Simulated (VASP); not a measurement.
# HgTe (F-43m) in VASP: notebook

The runs below take HgTe through electric field gradients, with PBE.

Program: VASP 6.6.1. These are calculated values, not measurements. Logs are shortened: lines on timing, memory, paths and dates and some standing lists are left out, and cuts for length are marked.

### Step 1. The cell of the first run

Symmetry: F-43m, No. 216, cubic system. Conventional cell: a = 6.447 Å, b = 6.447 Å, c = 6.447 Å, α = 90.00°, β = 90.00°, γ = 90.00°. Hg (site symmetry -43m) has 4 Te at 2.79 Å within 3.7 Å. Te (site symmetry -43m) has 4 Hg at 2.79 Å within 3.7 Å.

### Step 2. Electric field gradients, PBE

File INCAR:

```
SYSTEM = HgTe
PREC     = Accurate       ! precision mode
ENCUT    = 520            ! plane-wave cutoff, eV
EDIFF    = 1E-8           ! SCF threshold, eV
ISMEAR   = -1             ! smearing method
SIGMA    = 0.02           ! smearing width, eV
LREAL    = .FALSE.        ! projectors in reciprocal space
LASPH    = .TRUE.         ! aspherical terms in the spheres
NELM     = 100            ! most SCF steps
ALGO     = Normal         ! electronic algorithm
ISIF     = 2              ! what is computed and relaxed
LWAVE    = .FALSE.        ! write WAVECAR
LCHARG   = .FALSE.        ! write CHGCAR
GGA      = PE             ! functional
LEFG     = .TRUE.       
NBANDS   = 16             ! bands
```

File KPOINTS:

```
regular mesh
0
G
  12 12 12
  0 0 0
```

File POSCAR:

```
HgTe
1.0
    0.0000000000      3.2235000000      3.2235000000
    3.2235000000      0.0000000000      3.2235000000
    3.2235000000      3.2235000000      0.0000000000
Hg Te
1 1
Direct
    0.0000000000      0.0000000000      0.0000000000
    0.2500000000      0.2500000000      0.2500000000
```

Potentials or basis: VASP PAW PBE potentials, release 64 (Hg, Te).

Command:

```bash
$ cat potpaw_PBE.64/Hg/POTCAR potpaw_PBE.64/Te/POTCAR > POTCAR
$ mpirun -np 1 vasp_std > vasp.out
```

OUTCAR:

```text
SYSTEM = HgTe
   PREC = Accurate
   ENCUT = 520
   EDIFF = 1E-8
   ISMEAR = -1
   LREAL = .FALSE.
   LASPH = .TRUE.
   NELM = 100
   ISIF = 2
   GGA = PE

 ion  position               nearest neighbor table
   1  0.000  0.000  0.000-   2 2.79   2 2.79   2 2.79   2 2.79
   2  0.250  0.250  0.250-   1 2.79   1 2.79   1 2.79   1 2.79

  LATTYP: Found a face centered cubic cell.
 ALAT       =     6.4470000000

  Lattice vectors:

 A1 = (   0.0000000000,   3.2235000000,   3.2235000000)
 A2 = (   3.2235000000,   0.0000000000,   3.2235000000)
 A3 = (   3.2235000000,   3.2235000000,   0.0000000000)

Analysis of symmetry for initial positions (statically):
=====================================================================
 Subroutine PRICEL returns:
 Original cell was already a primitive cell.

 Routine SETGRP: Setting up the symmetry group for a
 face centered cubic supercell.

 Subroutine GETGRP returns: Found 24 space group operations
 (whereof 24 operations were pure point group operations)
 out of a pool of 48 trial point group operations.

The static configuration has the point symmetry T_d .

Analysis of symmetry for dynamics (positions and initial velocities):
=====================================================================
 Subroutine PRICEL returns:
 Original cell was already a primitive cell.

 Routine SETGRP: Setting up the symmetry group for a
 face centered cubic supercell.

 Subroutine GETGRP returns: Found 24 space group operations
 (whereof 24 operations were pure point group operations)
 out of a pool of 48 trial point group operations.

The dynamic configuration has the point symmetry T_d .

 Subroutine INISYM returns: Found 24 space group operations
 (whereof 24 operations are pure point group operations),
 and found     1 'primitive' translations

----------------------------------------------------------------------------------------

                                     Primitive cell

  volume of cell :      66.9905

  direct lattice vectors                    reciprocal lattice vectors
     0.000000000  3.223500000  3.223500000    -0.155110904  0.155110904  0.155110904
     3.223500000  0.000000000  3.223500000     0.155110904 -0.155110904  0.155110904
     3.223500000  3.223500000  0.000000000     0.155110904  0.155110904 -0.155110904

  length of vectors
     4.558717418  4.558717418  4.558717418     0.268659967  0.268659967  0.268659967

  position of ions in fractional coordinates (direct lattice)
     0.000000000  0.000000000  0.000000000
     0.250000000  0.250000000  0.250000000

  ion indices of the primitive-cell ions
   primitive index   ion index
                 1           1
                 2           2

----------------------------------------------------------------------------------------

 KPOINTS: regular mesh

Automatic generation of k-mesh.
 Grid dimensions read from file:
 generate k-points for:   12   12   12

 Generating k-lattice:

  Cartesian coordinates                     Fractional coordinates (reciprocal lattice)
    -0.012925909  0.012925909  0.012925909     0.083333333  0.000000000  0.000000000
     0.012925909 -0.012925909  0.012925909     0.000000000  0.083333333  0.000000000
     0.012925909  0.012925909 -0.012925909     0.000000000  0.000000000  0.083333333

  Length of vectors
     0.022388331  0.022388331  0.022388331

  Shift w.r.t. Gamma in fractional coordinates (k-lattice)
     0.000000000  0.000000000  0.000000000

 Subroutine IBZKPT returns following result:
 ===========================================

 Found     72 irreducible k-points:

 Following reciprocal coordinates:
            Coordinates               Weight
  0.000000  0.000000  0.000000      1.000000
  0.083333  0.000000  0.000000      8.000000
  0.166667  0.000000  0.000000      8.000000
  0.250000  0.000000  0.000000      8.000000
  0.333333  0.000000  0.000000      8.000000
  0.416667  0.000000  0.000000      8.000000
[... 16 lines left out ...]
  0.500000  0.166667  0.000000     24.000000
 -0.416667  0.166667  0.000000     24.000000
 [... further k-points ...]
   k-points           NKPTS =     72   k-points in BZ     NKDIM =     72   number of bands    NBANDS=     16
   number of dos      NEDOS =    301   number of ions     NIONS =      2
   total plane-waves  NPLWV =  46656
   dimension x,y,z NGX =    36 NGY =   36 NGZ =   36
   dimension x,y,z NGXF=    72 NGYF=   72 NGZF=   72
   ions per type =               1   1
   NGX,Y,Z   is equivalent  to a cutoff of  13.13, 13.13, 13.13 a.u.
   NGXF,Y,Z  is equivalent  to a cutoff of  26.26, 26.26, 26.26 a.u.
 SYSTEM =  HgTe
   PREC   = accura    normal or accurate (medium, high low for compatibility)
   ISTART =      0    job   : 0-new  1-cont  2-samecut
   ICHARG =      2    charge: 1-file 2-atom 10-const
   ISPIN  =      1    spin polarized calculation?
   LNONCOLLINEAR =      F non collinear calculations
   LSORBIT =      F    spin-orbit coupling
   LASPH  =      T    aspherical Exc in radial PAW
   ENCUT  =  520.0 eV  38.22 Ry    6.18 a.u.   8.48  8.48  8.48*2*pi/ulx,y,z
   NELM   =    100;   NELMIN=  2; NELMDL= -5     # of ELM steps
   EDIFF  = 0.1E-07   stopping-criterion for ELM
   LREAL  =      F    real-space projection
   EDIFFG = 0.1E-06   stopping-criterion for IOM
   NSW    =      0    number of steps for IOM
   IBRION =     -1    ionic relax: 0-MD 1-quasi-New 2-CG
   NFREE  =      0    steps in history (QN), initial steepest desc. (CG)
   ISIF   =      2    stress and relaxation
   ISYM   =      2    0-nonsym 1-usesym 2-fastsym
   POTIM  = 0.5000    time-step for ionic-motion
   TEBEG  =    0.0;   TEEND  =   0.0 temperature during run
   PSTRESS=    0.0 pullay stress
   NELECT =      18.0000    total number of electrons
   NUPDOWN=      -1.0000    fix difference up-down
   EMIN   =  10.00;   EMAX   =-10.00  energy-range for DOS
   EFERMI =   0.00;   METHOD = LEGACY
   ISMEAR =    -1;   SIGMA  =   0.02  broadening in eV -4-tet -1-fermi 0-gaus
   EFERMI_NEDOS =   21; number of points for ismear=-14 and -15
   IALGO  =     38    algorithm
   IMIX   =      4    mixing-type and parameters
     AMIX     =   0.40;   BMIX     =  1.00
     AMIX_MAG =   1.60;   BMIX_MAG =  1.00
  volume/ion in A,a.u.               =      33.50       226.04
  Fermi-wavevector in a.u.,A,eV,Ry     =   1.056399  1.996305 15.183815  1.115979
  Thomas-Fermi vector in A             =   2.191633
   LORBIT       =      0    0 simple, 1 ext, 2 COOP (PROOUT), +10 PAW based schemes
   GGA     = PE    functional components
   LHFCALC =     F    Hartree Fock is set to
   AEXX    =    0.0000 exact exchange contribution
   IVDW    =     0    specifies the selected vdW correction
   LEPSILON=     F    determine dielectric tensor
   LRPA    =     F    only Hartree local field effects (RPA)
 non-spin polarized calculation
  energy-cutoff  :      520.00
  volume of cell :       66.99
 maximum number of plane-waves:      1828
 NGX is ok and might be reduce to    36
   NGX = 17   NGY = 17   NGZ = 17

 number of electron      18.0000001 magnetization

 Free energy of the ion-electron system (eV)
  ---------------------------------------------------
  ext. energy  EPLUGINS =         0.00000000
  ---------------------------------------------------
  free energy    TOTEN  =        -3.57247173 eV

  energy without entropy =       -3.57241206  energy(sigma->0) =       -3.57244190

 E-fermi :   3.1991     XC(G=0):  -8.7798

 val. band max:        3.1815146770   @ k =   0.0000   0.0000   0.0000
 cond. band min:       3.6325797881   @ k =   0.0833   0.0000   0.0000
 fundamental gap:      0.4510651111
 Fermi energy:         3.1991373071

 k-point     1 :       0.0000    0.0000    0.0000
  band No.  band energies     occupation
      1      -8.8631      2.00000
      2      -4.2196      2.00000
      3      -4.2196      2.00000
      4      -4.2196      2.00000
      5      -3.6799      2.00000
      6      -3.6799      2.00000
[... 8 lines left out ...]
     15      12.7453      0.00000
     16      12.7453      0.00000
[... 419 lines left out ...]
 k-point    24 :      -0.4167    0.1667    0.0000
  band No.  band energies     occupation
      1      -8.2234      2.00000
      2      -4.0713      2.00000
      3      -4.0467      2.00000
      4      -3.6978      2.00000
      5      -3.6688      2.00000
      6      -3.3522      2.00000
[... 8 lines left out ...]
     15      12.5350      0.00000
     16      12.7836      0.00000

 [... further k-points ...]

------------------------ aborting loop because EDIFF is reached ----------------------------------------

  FORCE on cell =-STRESS in cart. coord.  units (eV):
  Direction    XX          YY          ZZ          XY          YZ          ZX
  --------------------------------------------------------------------------------------
  -------------------------------------------------------------------------------------
  Total        1.7324892      1.7324892      1.7324892     -0.0000000      0.0000000      0.0000000
  in kB       41.4350711     41.4350711     41.4350711     -0.0000000      0.0000000      0.0000000
  external PRESSURE =      41.4350711 kB  Pullay stress =       0.0000000 kB

 VOLUME and BASIS-vectors are now :
 -----------------------------------------------------------------------------
  energy-cutoff  :      520.00
  volume of cell :       66.99
      direct lattice vectors                 reciprocal lattice vectors
     0.000000000  3.223500000  3.223500000    -0.155110904  0.155110904  0.155110904
     3.223500000  0.000000000  3.223500000     0.155110904 -0.155110904  0.155110904
     3.223500000  3.223500000  0.000000000     0.155110904  0.155110904 -0.155110904

 POSITION                                       TOTAL-FORCE (eV/Angst)
 -----------------------------------------------------------------------------------
      0.00000      0.00000      0.00000        -0.000000     -0.000000     -0.000000
      1.61175      1.61175      1.61175         0.000000      0.000000      0.000000
 -----------------------------------------------------------------------------------
    total drift:                               -0.000000     -0.000000     -0.000000

  FREE ENERGIE OF THE ION-ELECTRON SYSTEM (eV)
  ---------------------------------------------------
  free  energy   TOTEN  =        -3.5724717281 eV

  energy  without entropy=       -3.5724120631  energy(sigma->0) =       -3.57244190

 Electric field gradients (V/A^2)
---------------------------------------------------------------------
 ion       V_xx      V_yy      V_zz      V_xy      V_xz      V_yz
---------------------------------------------------------------------
   1       0.000     0.000     0.000    -0.000    -0.000    -0.000
   2      -0.000    -0.000     0.000    -0.000    -0.000    -0.000
---------------------------------------------------------------------

 Electric field gradients after diagonalization (V/A^2)
 (convention: |V_zz| > |V_xx| > |V_yy|)
----------------------------------------------------------------------
 ion       V_xx      V_yy      V_zz     asymmetry (V_yy - V_xx)/ V_zz
----------------------------------------------------------------------
   1       0.000     0.000    -0.001       0.000
   2       0.000     0.000    -0.000       0.000
----------------------------------------------------------------------

           NMR quadrupolar parameters

 Cq : quadrupolar parameter    Cq=e*Q*V_zz/h
 eta: asymmetry parameters     (V_yy - V_xx)/ V_zz
 Q  : nuclear electric quadrupole moment in mb (millibarn)
----------------------------------------------------------------------
 ion       Cq(MHz)       eta       Q (mb)
----------------------------------------------------------------------
   1      -0.000       0.000       1.000
   2      -0.000       0.000       1.000
----------------------------------------------------------------------
```

Wall time 2.4 min (1 thread of Intel Xeon 8259CL, shared host); peak memory 0.26 GiB.

Results:

```
Free energy                             : -3.5725 eV
Pressure                                : 4.1 GPa
Band gap on the k mesh                  : zero (filled and empty bands touch)
Largest electric field gradient by atom : zero within the noise of the run
```

Levels at points of the mesh, in eV from the Fermi level:
| k point | band 5 | band 6 | band 7 | band 8 | band 9 | band 10 | band 11 | band 12 | band 13 | band 14 |
| --- | --- | --- | --- | --- | --- | --- | --- | --- | --- | --- |
| (0.00, 0.00, 0.00) | -6.88 | -6.88 | -0.72 | -0.02 | -0.02 | -0.02 | 4.20 | 4.20 | 4.20 | 6.46 |
| (0.50, 0.00, 0.00) | -6.86 | -6.57 | -5.56 | -1.02 | -1.02 | 0.69 | 5.01 | 5.01 | 6.85 | 7.90 |
| (0.50, 0.50, 0.00) | -6.82 | -6.42 | -5.50 | -2.33 | -2.33 | 1.88 | 2.45 | 8.23 | 8.88 | 8.88 |

Caveat: the cell stands under pressure; semilocal functionals underestimate gaps, so a narrow gap can read as zero; spin-orbit coupling is left out, which moves the levels of the heavy elements.

### Step 3. Electric field gradients, PBE, non-collinear spin, zero start, spin-orbit coupling

File INCAR:

```
SYSTEM = HgTe
PREC     = Accurate       ! precision mode
ENCUT    = 520            ! plane-wave cutoff, eV
EDIFF    = 1E-8           ! SCF threshold, eV
ISMEAR   = -1             ! smearing method
SIGMA    = 0.05           ! smearing width, eV
LREAL    = .False.        ! projectors in reciprocal space
LASPH    = .True.         ! aspherical terms in the spheres
NELM     = 150            ! most SCF steps
ALGO     = Normal         ! electronic algorithm
ISIF     = 2              ! what is computed and relaxed
LWAVE    = .False.        ! write WAVECAR
LCHARG   = .False.        ! write CHGCAR
LNONCOLLINEAR= .True.         ! non-collinear magnetism
MAGMOM   = 0 0 0 0 0 0    ! initial moments
LORBIT   = 11             ! projections on sites
LSORBIT  = .True.         ! spin-orbit coupling
GGA_COMPAT= .False.      
LORBMOM  = .True.       
GGA      = PE             ! functional
LEFG     = .True.       
NBANDS   = 30             ! bands
```

File KPOINTS:

```
Automatic mesh
0
Gamma
  13 13 13
  0 0 0
```

POSCAR is that of step 2.

Potentials or basis: VASP PAW PBE potentials, release 64 (Hg, Te).

Command:

```bash
$ cat potpaw_PBE.64/Hg/POTCAR potpaw_PBE.64/Te/POTCAR > POTCAR
$ mpirun -np 1 vasp_ncl > vasp.out
```

OUTCAR:

```text
SYSTEM = HgTe
   PREC = Accurate
   ENCUT = 520
   EDIFF = 1E-8
   ISMEAR = -1
   LREAL = .False.
   LASPH = .True.
   NELM = 150
   ISIF = 2
   LNONCOLLINEAR = .True.
   LORBIT = 11
   LSORBIT = .True.
   GGA = PE

 ion  position               nearest neighbor table
   1  0.000  0.000  0.000-   2 2.79   2 2.79   2 2.79   2 2.79
   2  0.250  0.250  0.250-   1 2.79   1 2.79   1 2.79   1 2.79

  LATTYP: Found a face centered cubic cell.
 ALAT       =     6.4470000000

  Lattice vectors:

 A1 = (   0.0000000000,   3.2235000000,   3.2235000000)
 A2 = (   3.2235000000,   0.0000000000,   3.2235000000)
 A3 = (   3.2235000000,   3.2235000000,   0.0000000000)

Analysis of symmetry for initial positions (statically):
=====================================================================
 Subroutine PRICEL returns:
 Original cell was already a primitive cell.

 Routine SETGRP: Setting up the symmetry group for a
 face centered cubic supercell.

 Subroutine GETGRP returns: Found 24 space group operations
 (whereof 24 operations were pure point group operations)
 out of a pool of 48 trial point group operations.

The static configuration has the point symmetry T_d .

[... 1083 lines left out ...]
     0.0000000     0.0000000     0.0000000     0.0000000     0.0000000     0.0000000     0.0000000
     0.0000000     0.0000000     0.0000000     0.0000000     0.0000000     0.0000000     0.0000000
     0.0000000     0.0000000     0.0000000     0.0000000     0.0000000     0.0000000     0.0000000
     0.0000000     0.0000000     0.0000000     0.0000000     0.0000000     0.0000000     0.0000000

 Ion:    2  E_soc:     -0.2170311
 l=   1
     0.0000000    -0.0360230    -0.0360230
    -0.0360230     0.0000000    -0.0360230
    -0.0360230    -0.0360230     0.0000000
 l=   2
     0.0000000    -0.0000561     0.0000000    -0.0000561    -0.0000928
    -0.0000561     0.0000000    -0.0000696    -0.0000561    -0.0000232
     0.0000000    -0.0000696     0.0000000    -0.0000696     0.0000000
    -0.0000561    -0.0000561    -0.0000696     0.0000000    -0.0000232
    -0.0000928    -0.0000232     0.0000000    -0.0000232     0.0000000
 l=   3
     0.0000000     0.0000000     0.0000000     0.0000000     0.0000000     0.0000000     0.0000000
     0.0000000     0.0000000     0.0000000     0.0000000     0.0000000     0.0000000     0.0000000
     0.0000000     0.0000000     0.0000000     0.0000000     0.0000000     0.0000000     0.0000000
     0.0000000     0.0000000     0.0000000     0.0000000     0.0000000     0.0000000     0.0000000
     0.0000000     0.0000000     0.0000000     0.0000000     0.0000000     0.0000000     0.0000000
     0.0000000     0.0000000     0.0000000     0.0000000     0.0000000     0.0000000     0.0000000
     0.0000000     0.0000000     0.0000000     0.0000000     0.0000000     0.0000000     0.0000000

 total charge

# of ion       s       p       d       tot
------------------------------------------
    1        0.753   0.439   9.357  10.549
    2        1.369   1.978   0.035   3.382
--------------------------------------------------
tot          2.123   2.417   9.392  13.931

 magnetization (x)

# of ion       s       p       d       tot
------------------------------------------
    1        0.000   0.000   0.000   0.000
    2       -0.000  -0.000   0.000  -0.000
--------------------------------------------------
tot         -0.000  -0.000   0.000  -0.000

 magnetization (y)

# of ion       s       p       d       tot
------------------------------------------
    1        0.000  -0.000   0.000  -0.000
    2       -0.000   0.000   0.000  -0.000
--------------------------------------------------
tot         -0.000   0.000   0.000  -0.000

 magnetization (z)

# of ion       s       p       d       tot
------------------------------------------
    1       -0.000   0.000   0.000   0.000
    2        0.000   0.000   0.000   0.000
--------------------------------------------------
tot          0.000   0.000   0.000   0.000
```

It took 19 min on 1 thread of Oxide Virtual Turin-like, shared host; peak memory 0.62 GiB.

What came out:

- Free energy: -3.9756 eV
- Pressure: 3.9 GPa
- Net moment: 0.00 μB per cell
- Largest electric field gradient by atom: zero within the noise of the run
- Valence electrons inside the program's atomic spheres: Hg 10.55; Te 3.38

Moments on the atoms (μB; x, y, z):
```
Hg  0.00 0.00 0.00
Te  0.00 0.00 0.00
```

Caveat: the cell stands under pressure.
